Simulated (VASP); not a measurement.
# Se3Br (I4/mmm) in VASP: single point with PBE+D3(BJ)

Aim: the single point of Se3Br with PBE+D3(BJ).

Program: VASP 6.6.1. These are calculated values, not measurements. Logs are shortened: lines on timing, memory, paths and dates and some standing lists are left out, and cuts for length are marked.

## (1) The cell of the first run

The structure is tetragonal, space group I4/mmm (No. 139). The conventional cell has a = 3.772 Å, b = 3.772 Å, c = 14.305 Å, α = 90.00°, β = 90.00°, γ = 90.00°. Se (site symmetry -4m2) has 4 Se at 2.67 Å within 3.5 Å. Se (site symmetry 4/mmm) has 4 Br at 2.67 Å within 3.5 Å. Br (site symmetry 4/mmm) has 4 Se at 2.67 Å within 3.5 Å.

## (2) Single point, PBE+D3(BJ)

INCAR reads:

```
SYSTEM = Se3Br
PREC = Accurate
ENCUT = 520
EDIFF = 1E-6
ISMEAR = 0
SIGMA = 0.1
LREAL = .False.
LASPH = .True.
NELM = 80
ALGO = Normal
ISIF = 2
LWAVE = .False.
LCHARG = .False.
GGA = PE
IVDW = 12
NBANDS = 20
```

KPOINTS reads:

```
regular mesh
0
Gamma
  16 16 16
  0 0 0
```

POSCAR reads:

```
Se3Br
1.0
   -1.8860456449      1.8860456449      7.1526725452
    1.8860456449     -1.8860456449      7.1526725452
    1.8860456449      1.8860456449     -7.1526725452
Se Br
3 1
Direct
    0.2500000000      0.7500000000      0.5000000000
    0.7500000000      0.2500000000      0.5000000000
    0.5000000000      0.5000000000      0.0000000000
    0.0000000000      0.0000000000      0.0000000000
```

Potentials or basis: VASP PAW PBE potentials, release 64 (Se, Br).

The run is started by

```bash
> cat potpaw_PBE.64/Se/POTCAR potpaw_PBE.64/Br/POTCAR > POTCAR
> mpirun -np 1 vasp_std > vasp.out
```

OUTCAR:

```text
SYSTEM = Se3Br
   PREC = Accurate
   ENCUT = 520
   EDIFF = 1E-6
   ISMEAR = 0
   LREAL = .False.
   LASPH = .True.
   NELM = 80
   ISIF = 2
   GGA = PE
   IVDW = 12
 IVDW          = 12

 ion  position               nearest neighbor table
   1  0.250  0.750  0.500-   2 2.67   2 2.67   2 2.67   2 2.67
   2  0.750  0.250  0.500-   1 2.67   1 2.67   1 2.67   1 2.67
   3  0.500  0.500  0.000-   4 2.67   4 2.67   4 2.67   4 2.67
   4  0.000  0.000  0.000-   3 2.67   3 2.67   3 2.67   3 2.67

  LATTYP: Found a body centered tetragonal cell.
 ALAT       =     3.7720912898
 C/A-ratio  =     3.7924175189

  Lattice vectors:

 A1 = (  -1.8860456449,   1.8860456449,   7.1526725452)
 A2 = (   1.8860456449,  -1.8860456449,   7.1526725452)
 A3 = (   1.8860456449,   1.8860456449,  -7.1526725452)

Analysis of symmetry for initial positions (statically):
=====================================================================
 Subroutine PRICEL returns:
 Original cell was already a primitive cell.

 Routine SETGRP: Setting up the symmetry group for a
 body centered tetragonal supercell.

 Subroutine GETGRP returns: Found 16 space group operations
 (whereof 16 operations were pure point group operations)
 out of a pool of 16 trial point group operations.

The static configuration has the point symmetry D_4h.

Analysis of symmetry for dynamics (positions and initial velocities):
=====================================================================
 Subroutine PRICEL returns:
 Original cell was already a primitive cell.

 Routine SETGRP: Setting up the symmetry group for a
 body centered tetragonal supercell.

 Subroutine GETGRP returns: Found 16 space group operations
 (whereof 16 operations were pure point group operations)
 out of a pool of 16 trial point group operations.

The dynamic configuration has the point symmetry D_4h.

 Subroutine INISYM returns: Found 16 space group operations
 (whereof 16 operations are pure point group operations),
 and found     1 'primitive' translations

----------------------------------------------------------------------------------------

                                     Primitive cell

  volume of cell :     101.7730

  direct lattice vectors                    reciprocal lattice vectors
    -1.886045645  1.886045645  7.152672545     0.000000000  0.265104931  0.069903941
     1.886045645 -1.886045645  7.152672545     0.265104931  0.000000000  0.069903941
     1.886045645  1.886045645 -7.152672545     0.265104931  0.265104931  0.000000000

  length of vectors
     7.633810378  7.633810378  7.633810378     0.274166346  0.274166346  0.374914988

  position of ions in fractional coordinates (direct lattice)
     0.250000000  0.750000000  0.500000000
     0.750000000  0.250000000  0.500000000
     0.500000000  0.500000000  0.000000000
     0.000000000  0.000000000  0.000000000

  ion indices of the primitive-cell ions
   primitive index   ion index
                 1           1
                 2           2
                 3           3
                 4           4

----------------------------------------------------------------------------------------

 KPOINTS: regular mesh

Automatic generation of k-mesh.
 Grid dimensions read from file:
 generate k-points for:   16   16   16

 Generating k-lattice:

  Cartesian coordinates                     Fractional coordinates (reciprocal lattice)
     0.000000000  0.016569058  0.004368996     0.062500000 -0.000000000  0.000000000
     0.016569058  0.000000000  0.004368996    -0.000000000  0.062500000  0.000000000
     0.016569058  0.016569058  0.000000000     0.000000000  0.000000000  0.062500000

  Length of vectors
     0.017135397  0.017135397  0.023432187

  Shift w.r.t. Gamma in fractional coordinates (k-lattice)
     0.000000000  0.000000000  0.000000000

 Subroutine IBZKPT returns following result:
 ===========================================

 Found    349 irreducible k-points:

 Following reciprocal coordinates:
            Coordinates               Weight
  0.000000  0.000000  0.000000      1.000000
  0.062500  0.000000 -0.000000      8.000000
  0.125000  0.000000 -0.000000      8.000000
  0.187500  0.000000  0.000000      8.000000
  0.250000  0.000000 -0.000000      8.000000
  0.312500  0.000000 -0.000000      8.000000
[... 16 lines left out ...]
 -0.125000  0.062500  0.000000     16.000000
 -0.062500  0.062500  0.000000      4.000000
 [... further k-points ...]
   k-points           NKPTS =    349   k-points in BZ     NKDIM =    349   number of bands    NBANDS=     20
   number of dos      NEDOS =    301   number of ions     NIONS =      4
   total plane-waves  NPLWV = 216000
   dimension x,y,z NGX =    60 NGY =   60 NGZ =   60
   dimension x,y,z NGXF=   120 NGYF=  120 NGZF=  120
   ions per type =               3   1
   NGX,Y,Z   is equivalent  to a cutoff of  13.07, 13.07, 13.07 a.u.
   NGXF,Y,Z  is equivalent  to a cutoff of  26.13, 26.13, 26.13 a.u.
 SYSTEM =  Se3Br
   PREC   = accura    normal or accurate (medium, high low for compatibility)
   ISTART =      0    job   : 0-new  1-cont  2-samecut
   ICHARG =      2    charge: 1-file 2-atom 10-const
   ISPIN  =      1    spin polarized calculation?
   LNONCOLLINEAR =      F non collinear calculations
   LSORBIT =      F    spin-orbit coupling
   LASPH  =      T    aspherical Exc in radial PAW
   ENCUT  =  520.0 eV  38.22 Ry    6.18 a.u.  14.19 14.19 14.19*2*pi/ulx,y,z
   NELM   =     80;   NELMIN=  2; NELMDL= -5     # of ELM steps
   EDIFF  = 0.1E-05   stopping-criterion for ELM
   LREAL  =      F    real-space projection
   EDIFFG = 0.1E-04   stopping-criterion for IOM
   NSW    =      0    number of steps for IOM
   IBRION =     -1    ionic relax: 0-MD 1-quasi-New 2-CG
   NFREE  =      0    steps in history (QN), initial steepest desc. (CG)
   ISIF   =      2    stress and relaxation
   ISYM   =      2    0-nonsym 1-usesym 2-fastsym
   POTIM  = 0.5000    time-step for ionic-motion
   TEBEG  =    0.0;   TEEND  =   0.0 temperature during run
   PSTRESS=    0.0 pullay stress
   NELECT =      25.0000    total number of electrons
   NUPDOWN=      -1.0000    fix difference up-down
   EMIN   =  10.00;   EMAX   =-10.00  energy-range for DOS
   EFERMI =   0.00;   METHOD = LEGACY
   ISMEAR =     0;   SIGMA  =   0.10  broadening in eV -4-tet -1-fermi 0-gaus
   EFERMI_NEDOS =   21; number of points for ismear=-14 and -15
   IALGO  =     38    algorithm
   IMIX   =      4    mixing-type and parameters
     AMIX     =   0.40;   BMIX     =  1.00
     AMIX_MAG =   1.60;   BMIX_MAG =  1.00
  volume/ion in A,a.u.               =      25.44       171.70
  Fermi-wavevector in a.u.,A,eV,Ry     =   1.025283  1.937505 14.302526  1.051206
  Thomas-Fermi vector in A             =   2.159115
   LORBIT       =      0    0 simple, 1 ext, 2 COOP (PROOUT), +10 PAW based schemes
   GGA     = PE    functional components
   LHFCALC =     F    Hartree Fock is set to
   AEXX    =    0.0000 exact exchange contribution
   IVDW    =    12    specifies the selected vdW correction
   LEPSILON=     F    determine dielectric tensor
   LRPA    =     F    only Hartree local field effects (RPA)
 non-spin polarized calculation
 Gauss-broadening in eV      SIGMA  =   0.10
  energy-cutoff  :      520.00
  volume of cell :      101.77
 maximum number of plane-waves:      2761
 NGX is ok and might be reduce to    60
   NGX = 29   NGY = 29   NGZ = 29

 number of electron      24.9999998 magnetization

 Free energy of the ion-electron system (eV)
  ---------------------------------------------------
  ext. energy  EPLUGINS =         0.00000000
  ---------------------------------------------------
  free energy    TOTEN  =       -10.85621894 eV

  energy without entropy =      -10.84495484  energy(sigma->0) =      -10.85058689

 E-fermi :   2.9690     XC(G=0):  -9.2502

 val. band max:        2.9659275134   @ k =  -0.1875  -0.3750   0.0625
 cond. band min:       2.9723461311   @ k =  -0.0625   0.1250   0.0625
 fundamental gap:      0.0064186177
 Fermi energy:         2.9689639676

 k-point     1 :       0.0000    0.0000    0.0000
  band No.  band energies     occupation
      1     -14.0072      2.00000
      2     -12.1953      2.00000
      3      -7.8867      2.00000
      4      -6.4294      2.00000
      5      -2.2633      2.00000
      6      -2.0650      2.00000
[... 12 lines left out ...]
     19       7.6821      0.00000
     20      12.2696      0.00000

 k-point     2 :       0.0625    0.0000   -0.0000
  band No.  band energies     occupation
      1     -13.9812      2.00000
      2     -12.1611      2.00000
      3      -7.9723      2.00000
      4      -6.5425      2.00000
      5      -2.2250      2.00000
      6      -2.0287      2.00000
[... 12 lines left out ...]
     19       7.7462      0.00000
     20      12.0368      0.00000

 k-point     3 :       0.1250    0.0000   -0.0000
  band No.  band energies     occupation
      1     -13.9046      2.00000
      2     -12.0585      2.00000
      3      -8.2113      2.00000
      4      -6.8562      2.00000
      5      -2.1108      2.00000
      6      -1.9205      2.00000
[... 12 lines left out ...]
     19       8.1040      0.00000
     20      11.7078      0.00000

 k-point     4 :       0.1875    0.0000    0.0000
  band No.  band energies     occupation
      1     -13.7817      2.00000
      2     -11.8884      2.00000
      3      -8.5589      2.00000
      4      -7.3119      2.00000
      5      -1.9233      2.00000
      6      -1.7426      2.00000
[... 12 lines left out ...]
     19       8.7581      0.00000
     20      11.5118      0.00000

 k-point     5 :       0.2500    0.0000   -0.0000
  band No.  band energies     occupation
      1     -13.6210      2.00000
      2     -11.6519      2.00000
      3      -8.9621      2.00000
      4      -7.8499      2.00000
      5      -1.6673      2.00000
      6      -1.4997      2.00000
[... 12 lines left out ...]
     19       9.6399      0.00000
     20      11.4732      0.00000

 k-point     6 :       0.3125    0.0000   -0.0000
  band No.  band energies     occupation
      1     -13.4376      2.00000
      2     -11.3509      2.00000
      3      -9.3686      2.00000
      4      -8.4232      2.00000
      5      -1.3524      2.00000
      6      -1.2019      2.00000
[... 12 lines left out ...]
     19      10.6968      0.00000
     20      11.4203      0.00000

 k-point     7 :       0.3750    0.0000    0.0000
  band No.  band energies     occupation
      1     -13.2569      2.00000
      2     -10.9888      2.00000
      3      -9.7260      2.00000
      4      -8.9980      2.00000
      5      -0.9990      2.00000
      6      -0.8721      2.00000
[... 12 lines left out ...]
     19      11.6531      0.00000
     20      11.8516      0.00000
[... 277 lines left out ...]
 k-point    20 :      -0.3125    0.0625    0.0000
  band No.  band energies     occupation
      1     -13.4182      2.00000
      2     -11.3191      2.00000
      3      -9.3662      2.00000
      4      -8.4294      2.00000
      5      -1.7382      2.00000
      6      -1.3596      2.00000
[... 12 lines left out ...]
     19      10.7798      0.00000
     20      11.0253      0.00000

 k-point    21 :      -0.2500    0.0625    0.0000
  band No.  band energies     occupation
      1     -13.5993      2.00000
      2     -11.6186      2.00000
      3      -8.9769      2.00000
      4      -7.8734      2.00000
      5      -1.9960      2.00000
      6      -1.6662      2.00000
[... 12 lines left out ...]
     19       9.7477      0.00000
     20      11.0998      0.00000

 k-point    22 :      -0.1875    0.0625    0.0000
  band No.  band energies     occupation
      1     -13.7582      2.00000
      2     -11.8543      2.00000
      3      -8.5947      2.00000
      4      -7.3591      2.00000
      5      -2.1626      2.00000
      6      -1.9132      2.00000
[... 12 lines left out ...]
     19       8.8783      0.00000
     20      11.2554      0.00000

 k-point    23 :      -0.1250    0.0625    0.0000
  band No.  band energies     occupation
      1     -13.8798      2.00000
      2     -12.0240      2.00000
      3      -8.2700      2.00000
      4      -6.9320      2.00000
      5      -2.2251      2.00000
      6      -2.0913      2.00000
[... 12 lines left out ...]
     19       8.2336      0.00000
     20      11.5515      0.00000

 k-point    24 :      -0.0625    0.0625    0.0000
  band No.  band energies     occupation
      1     -13.9556      2.00000
      2     -12.1266      2.00000
      3      -8.0503      2.00000
      4      -6.6445      2.00000
      5      -2.1960      2.00000
      6      -2.1753      2.00000
[... 12 lines left out ...]
     19       7.8383      0.00000
     20      11.8951      0.00000

 [... further k-points ...]

------------------------ aborting loop because EDIFF is reached ----------------------------------------

 Edisp (eV)   -1.29564

 E8    (eV) :    -0.5270

  FORCE on cell =-STRESS in cart. coord.  units (eV):
  Direction    XX          YY          ZZ          XY          YZ          ZX
  --------------------------------------------------------------------------------------
  -------------------------------------------------------------------------------------
  Total       0.01429     0.01429    -0.00445     0.00000     0.00000     0.00000
  in kB       0.22503     0.22503    -0.06998     0.00000     0.00000     0.00000
  external pressure =        0.13 kB  Pullay stress =        0.00 kB

 VOLUME and BASIS-vectors are now :
 -----------------------------------------------------------------------------
  energy-cutoff  :      520.00
  volume of cell :      101.77
      direct lattice vectors                 reciprocal lattice vectors
    -1.886045645  1.886045645  7.152672545     0.000000000  0.265104931  0.069903941
     1.886045645 -1.886045645  7.152672545     0.265104931  0.000000000  0.069903941
     1.886045645  1.886045645 -7.152672545     0.265104931  0.265104931  0.000000000

 POSITION                                       TOTAL-FORCE (eV/Angst)
 -----------------------------------------------------------------------------------
      1.88605      0.00000      3.57634        -0.000000     -0.000000     -0.000000
      0.00000      1.88605      3.57634        -0.000000      0.000000      0.000000
      0.00000      0.00000      7.15267         0.000000     -0.000000      0.000000
      0.00000      0.00000      0.00000         0.000000     -0.000000      0.000000
 -----------------------------------------------------------------------------------
    total drift:                               -0.000000      0.000000      0.000000

  FREE ENERGIE OF THE ION-ELECTRON SYSTEM (eV)
  ---------------------------------------------------
  free  energy   TOTEN  =       -12.1518547644 eV

  energy  without entropy=      -12.1405906652  energy(sigma->0) =      -12.14622271
```

It took 57 min on 1 thread of Intel Xeon 8259CL, shared host; peak memory 0.93 GiB.

Results:

```yaml
Free_energy: -12.1519 eV
Pressure: 0.0 GPa
Band_gap_on_the_k_mesh: zero (an odd number of electrons rules out a gap without spin polarisation)
Dispersion_energy_per_atom: -0.324 eV
```

Caveat: an odd number of electrons without spin polarisation forces a metal; a magnetic or distorted state may lie lower.
